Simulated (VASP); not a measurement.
# Li (R-3m) in VASP: relaxation of cell and atoms with PBE

Aim: the relaxation of cell and atoms of Li with PBE.

All numbers are computed with VASP 6.6.1; they aren't measurements. Logs are shortened: lines on timing, memory, paths and dates and some standing lists are left out, and cuts for length are marked.

## 1. The cell of the first run

It takes space group R-3m (No. 166, trigonal). Conventional cell: a = 3.757 Å, b = 3.757 Å, c = 10.450 Å, α = 90.00°, β = 90.00°, γ = 120.00°. Li (site symmetry 3m) has 6 Li at 2.51 to 3.10 Å within 3.3 Å.

## 2. Relaxation of cell and atoms, PBE

INCAR

```
SYSTEM = Li
PREC = Accurate ; ENCUT = 600
EDIFF = 1E-7 ; ISMEAR = 0
SIGMA = 0.1 ; LREAL = .False.
LASPH = .True. ; NELM = 60
ALGO = Normal ; ISIF = 3
LWAVE = .False. ; LCHARG = .False.
GGA = PE ; IBRION = 2
NSW = 90 ; EDIFFG = -0.04
```

KPOINTS

```
regular mesh
0
Gamma
  6 6 6
  0 0 0
```

POSCAR

```
Li
1.0
    1.8783841173      1.0844855758      3.4832381403
   -1.8783841173      1.0844855758      3.4832381403
    0.0000000000     -2.1689711516      3.4832381403
Li
2
Direct
    0.2275400000      0.2275400000      0.2275400000
    0.7724600000      0.7724600000      0.7724600000
```

Potentials or basis: VASP PAW PBE potentials, release 64 (Li_sv).

Run with:

```
$ cat potpaw_PBE.64/Li_sv/POTCAR > POTCAR
$ mpirun -np 1 vasp_std > vasp.out
```

OUTCAR:

```text
SYSTEM = Li
   PREC = Accurate
   ENCUT = 600
   EDIFF = 1E-7
   ISMEAR = 0
   LREAL = .False.
   LASPH = .True.
   NELM = 60
   ISIF = 3
   GGA = PE
   IBRION = 2
   NSW = 90
   EDIFFG = -0.04

 ion  position               nearest neighbor table
   1  0.228  0.228  0.228-   2 2.51   2 2.51   2 2.51
   2  0.772  0.772  0.772-   1 2.51   1 2.51   1 2.51

  LATTYP: Found a trigonal (rhomboedric) cell.
 ALAT       =     4.1033381287
 COS(alpha) =     0.5808936905

  Lattice vectors:

 A1 = (   1.8783841173,   1.0844855758,   3.4832381403)
 A2 = (  -1.8783841173,   1.0844855758,   3.4832381403)
 A3 = (   0.0000000000,  -2.1689711516,   3.4832381403)

Analysis of symmetry for initial positions (statically):
=====================================================================
 Subroutine PRICEL returns:
 Original cell was already a primitive cell.

 Routine SETGRP: Setting up the symmetry group for a
 trigonal (rhombohedral) supercell.

 Subroutine GETGRP returns: Found 12 space group operations
 (whereof 12 operations were pure point group operations)
 out of a pool of 12 trial point group operations.

The static configuration has the point symmetry D_3d.

Analysis of symmetry for dynamics (positions and initial velocities):
=====================================================================
 Subroutine PRICEL returns:
 Original cell was already a primitive cell.

 Routine SETGRP: Setting up the symmetry group for a
 trigonal (rhombohedral) supercell.

 Subroutine GETGRP returns: Found 12 space group operations
 (whereof 12 operations were pure point group operations)
 out of a pool of 12 trial point group operations.

The dynamic configuration has the point symmetry D_3d.

 Subroutine INISYM returns: Found 12 space group operations
 (whereof 12 operations are pure point group operations),
 and found     1 'primitive' translations

----------------------------------------------------------------------------------------

                                     Primitive cell

  volume of cell :      42.5738

  direct lattice vectors                    reciprocal lattice vectors
     1.878384117  1.084485576  3.483238140     0.266186237  0.153682696  0.095696395
    -1.878384117  1.084485576  3.483238140    -0.266186237  0.153682696  0.095696395
     0.000000000 -2.168971152  3.483238140     0.000000000 -0.307365391  0.095696395

  length of vectors
     4.103338129  4.103338129  4.103338129     0.321918132  0.321918132  0.321918132

  position of ions in fractional coordinates (direct lattice)
     0.227540000  0.227540000  0.227540000
     0.772460000  0.772460000  0.772460000

  ion indices of the primitive-cell ions
   primitive index   ion index
                 1           1
                 2           2

----------------------------------------------------------------------------------------

 KPOINTS: regular mesh

Automatic generation of k-mesh.
 Grid dimensions read from file:
 generate k-points for:    6    6    6

 Generating k-lattice:

  Cartesian coordinates                     Fractional coordinates (reciprocal lattice)
     0.044364373  0.025613783  0.015949399     0.166666667  0.000000000  0.000000000
    -0.044364373  0.025613783  0.015949399     0.000000000  0.166666667  0.000000000
     0.000000000 -0.051227565  0.015949399     0.000000000  0.000000000  0.166666667

  Length of vectors
     0.053653022  0.053653022  0.053653022

  Shift w.r.t. Gamma in fractional coordinates (k-lattice)
     0.000000000  0.000000000  0.000000000

 Subroutine IBZKPT returns following result:
 ===========================================

 Found     32 irreducible k-points:

 Following reciprocal coordinates:
            Coordinates               Weight
  0.000000  0.000000  0.000000      1.000000
  0.166667  0.000000  0.000000      6.000000
  0.333333  0.000000  0.000000      6.000000
  0.500000  0.000000  0.000000      3.000000
  0.166667  0.166667  0.000000      6.000000
  0.333333  0.166667 -0.000000     12.000000
[... 16 lines left out ...]
  0.500000  0.500000  0.166667      6.000000
 -0.333333  0.500000  0.166667     12.000000
 [... further k-points ...]
   k-points           NKPTS =     32   k-points in BZ     NKDIM =     32   number of bands    NBANDS=      7
   number of dos      NEDOS =    301   number of ions     NIONS =      2
   total plane-waves  NPLWV =  46656
   dimension x,y,z NGX =    36 NGY =   36 NGZ =   36
   dimension x,y,z NGXF=    72 NGYF=   72 NGZF=   72
   ions per type =               2
   NGX,Y,Z   is equivalent  to a cutoff of  14.59, 14.59, 14.59 a.u.
   NGXF,Y,Z  is equivalent  to a cutoff of  29.17, 29.17, 29.17 a.u.
 SYSTEM =  Li
   PREC   = accura    normal or accurate (medium, high low for compatibility)
   ISTART =      0    job   : 0-new  1-cont  2-samecut
   ICHARG =      2    charge: 1-file 2-atom 10-const
   ISPIN  =      1    spin polarized calculation?
   LNONCOLLINEAR =      F non collinear calculations
   LSORBIT =      F    spin-orbit coupling
   LASPH  =      T    aspherical Exc in radial PAW
   ENCUT  =  600.0 eV  44.10 Ry    6.64 a.u.   8.20  8.20  8.20*2*pi/ulx,y,z
   NELM   =     60;   NELMIN=  2; NELMDL= -5     # of ELM steps
   EDIFF  = 0.1E-06   stopping-criterion for ELM
   LREAL  =      F    real-space projection
   EDIFFG = -.4E-01   stopping-criterion for IOM
   NSW    =     90    number of steps for IOM
   IBRION =      2    ionic relax: 0-MD 1-quasi-New 2-CG
   NFREE  =      1    steps in history (QN), initial steepest desc. (CG)
   ISIF   =      3    stress and relaxation
   ISYM   =      2    0-nonsym 1-usesym 2-fastsym
   POTIM  = 0.5000    time-step for ionic-motion
   TEBEG  =    0.0;   TEEND  =   0.0 temperature during run
   PSTRESS=    0.0 pullay stress
   NELECT =       6.0000    total number of electrons
   NUPDOWN=      -1.0000    fix difference up-down
   EMIN   =  10.00;   EMAX   =-10.00  energy-range for DOS
   EFERMI =   0.00;   METHOD = LEGACY
   ISMEAR =     0;   SIGMA  =   0.10  broadening in eV -4-tet -1-fermi 0-gaus
   EFERMI_NEDOS =   21; number of points for ismear=-14 and -15
   IALGO  =     38    algorithm
   IMIX   =      4    mixing-type and parameters
     AMIX     =   0.40;   BMIX     =  1.00
     AMIX_MAG =   1.60;   BMIX_MAG =  1.00
  volume/ion in A,a.u.               =      21.29       143.65
  Fermi-wavevector in a.u.,A,eV,Ry     =   0.851944  1.609941  9.875225  0.725809
  Thomas-Fermi vector in A             =   1.968156
   LORBIT       =      0    0 simple, 1 ext, 2 COOP (PROOUT), +10 PAW based schemes
   GGA     = PE    functional components
   LHFCALC =     F    Hartree Fock is set to
   AEXX    =    0.0000 exact exchange contribution
   IVDW    =     0    specifies the selected vdW correction
   LEPSILON=     F    determine dielectric tensor
   LRPA    =     F    only Hartree local field effects (RPA)
 conjugate gradient relaxation of ions
 non-spin polarized calculation
 Gauss-broadening in eV      SIGMA  =   0.10
  energy-cutoff  :      600.00
  volume of cell :       42.57
 maximum number of plane-waves:      1439
 NGX is ok and might be reduce to    36
   NGX = 17   NGY = 17   NGZ = 17

--------------------------------------- Ionic step        1  -------------------------------------------

 number of electron       5.9999998 magnetization

 Free energy of the ion-electron system (eV)
  ---------------------------------------------------
  ext. energy  EPLUGINS =         0.00000000
  ---------------------------------------------------
  free energy    TOTEN  =        -3.38400039 eV

  energy without entropy =       -3.37991390  energy(sigma->0) =       -3.38195715

------------------------ aborting loop because EDIFF is reached ----------------------------------------

  FORCE on cell =-STRESS in cart. coord.  units (eV):
  Direction    XX          YY          ZZ          XY          YZ          ZX
  --------------------------------------------------------------------------------------
  -------------------------------------------------------------------------------------
  Total       -0.0562266     -0.0562266      0.1019592      0.0000000      0.0000000      0.0000000
  in kB       -2.1159726     -2.1159726      3.8370212      0.0000000      0.0000000      0.0000000
  external PRESSURE =      -0.1316414 kB  Pullay stress =       0.0000000 kB
[... 89 lines left out ...]
  FREE ENERGIE OF THE ION-ELECTRON SYSTEM (eV)
  ---------------------------------------------------
  free  energy   TOTEN  =        -3.5615621545 eV

  energy  without entropy=       -3.5583748625  energy(sigma->0) =       -3.55996851

[... ionic steps 4 to 14 ...]

--------------------------------------- Ionic step       15  -------------------------------------------

 number of electron       5.9999996 magnetization

------------------------ aborting loop because EDIFF is reached ----------------------------------------

  FORCE on cell =-STRESS in cart. coord.  units (eV):
  Direction    XX          YY          ZZ          XY          YZ          ZX
  --------------------------------------------------------------------------------------
  -------------------------------------------------------------------------------------
  Total       -0.0961993     -0.0961993     -0.0239055      0.0000000      0.0000000      0.0000000
  in kB       -3.9221551     -3.9221551     -0.9746563      0.0000000      0.0000000      0.0000000
  external PRESSURE =      -2.9396555 kB  Pullay stress =       0.0000000 kB
[... 57 lines left out ...]
  energy  without entropy=       -3.7415754345  energy(sigma->0) =       -3.74443383

--------------------------------------- Ionic step       17  -------------------------------------------

 number of electron       5.9999994 magnetization

 Free energy of the ion-electron system (eV)
  ---------------------------------------------------
  ext. energy  EPLUGINS =         0.00000000
  ---------------------------------------------------
  free energy    TOTEN  =        -3.74820322 eV

  energy without entropy =       -3.74266913  energy(sigma->0) =       -3.74543618

 E-fermi :   0.7193     XC(G=0):  -7.1416

 val. band max:        0.6207107233   @ k =   0.3333   0.3333   0.1667
 cond. band min:       0.7304180350   @ k =  -0.3333   0.5000   0.1667
 fundamental gap:      0.1097073116
 Fermi energy:         0.7193062960

 k-point     1 :       0.0000    0.0000    0.0000
  band No.  band energies     occupation
      1     -45.8096      2.00000
      2     -45.7707      2.00000
      3      -2.8575      2.00000
      4       2.0348      0.00000
      5       5.4734      0.00000
      6      11.5973      0.00000
      7      11.5973      0.00000
[... 221 lines left out ...]
 k-point    24 :      -0.3333    0.5000    0.1667
  band No.  band energies     occupation
      1     -45.7868      2.00000
      2     -45.7805      2.00000
      3       0.7304      0.87513
      4       1.6516      0.00000
      5       3.8489      0.00000
      6       5.2524      0.00000
      7       8.0166      0.00000

 [... further k-points ...]

------------------------ aborting loop because EDIFF is reached ----------------------------------------

  FORCE on cell =-STRESS in cart. coord.  units (eV):
  Direction    XX          YY          ZZ          XY          YZ          ZX
  --------------------------------------------------------------------------------------
  -------------------------------------------------------------------------------------
  Total       -0.0621486     -0.0621486      0.0050254      0.0000000      0.0000000      0.0000000
  in kB       -2.5558219     -2.5558219      0.2066678      0.0000000      0.0000000      0.0000000
  external PRESSURE =      -1.6349920 kB  Pullay stress =       0.0000000 kB
[... 17 lines left out ...]
  FREE ENERGIE OF THE ION-ELECTRON SYSTEM (eV)
  ---------------------------------------------------
  free  energy   TOTEN  =        -3.7482032250 eV

  energy  without entropy=       -3.7426691270  energy(sigma->0) =       -3.74543618

 reached required accuracy - stopping structural energy minimisation
```

Run time: 2.6 min. Hardware: 1 thread of Intel Xeon Platinum 8488C (Sapphire Rapids), shared host; peak memory 0.18 GiB.

Results:

- Free energy: -3.7482 eV
- Relaxed volume: 19.48 Å³/atom
- Relaxed cell: a = 4.715 Å, b = 4.715 Å, c = 4.715 Å, α = 39.97°, β = 39.97°, γ = 39.97°
- Space group after relaxing (to 0.1 Å): R-3m (No. 166)
- Energy gained by relaxing: 182.1 meV/atom
- Ionic steps: 17
- Pressure after relaxing: -0.2 GPa
- Largest force after relaxing: 0.036 eV/Å
- Band gap on the k mesh: zero (bands 3 and 4 overlap by 3.29 eV)

Forces on the atoms (eV/Å):
```
Li   0.000  0.000 -0.036
Li   0.000  0.000  0.036
```

Step by step:
| step | energy change (eV) | largest force (eV/Å) | pressure (GPa) | volume (Å³) |
| --- | --- | --- | --- | --- |
| 1 | 0.0000 | 0.7917 | -0.01 | 42.57 |
| 2 | -0.0573 | 0.6860 | -0.17 | 42.56 |
| 3 | -0.1776 | 0.3074 | -0.53 | 42.53 |
| 4 | -0.1332 | 0.5493 | -0.33 | 42.45 |
| 5 | -0.2080 | 0.0277 | -0.62 | 42.50 |
| 6 | -0.2317 | 0.0866 | -0.38 | 41.44 |
| 7 | -0.2828 | 0.3116 | 0.80 | 38.07 |
| 8 | -0.0943 | 0.9382 | 6.22 | 30.79 |
| 9 | -0.2833 | 0.4213 | 1.27 | 37.03 |
| 10 | -0.3020 | 0.4051 | 1.24 | 36.97 |
| 11 | -0.3310 | 0.3487 | 1.18 | 36.61 |
| 12 | -0.2744 | 0.2410 | 0.52 | 35.24 |
| 13 | -0.3358 | 0.3180 | 1.12 | 36.45 |
| 14 | -0.3484 | 0.2457 | 0.71 | 37.15 |
| 15 | -0.3633 | 0.0485 | -0.29 | 39.30 |
| 16 | -0.3633 | 0.0533 | -0.27 | 39.24 |
| 17 | -0.3642 | 0.0356 | -0.16 | 38.96 |

Final structure:
```cif
data_structure
_symmetry_space_group_name_H-M 'P 1'
_symmetry_Int_Tables_number 1
_cell_length_a 4.7148
_cell_length_b 4.7148
_cell_length_c 4.7148
_cell_angle_alpha 39.966
_cell_angle_beta 39.966
_cell_angle_gamma 39.966
_cell_volume 38.96
loop_
_atom_site_label
_atom_site_type_symbol
_atom_site_fract_x
_atom_site_fract_y
_atom_site_fract_z
_atom_site_occupancy
Li1 Li 0.25070 0.25070 0.25070 1
Li2 Li 0.74930 0.74930 0.74930 1
```

Caveat: the cutoff is under 1.25 times the usual one of these potentials, so pressure, stress and relaxed cells hold a basis-set (Pulay) error.
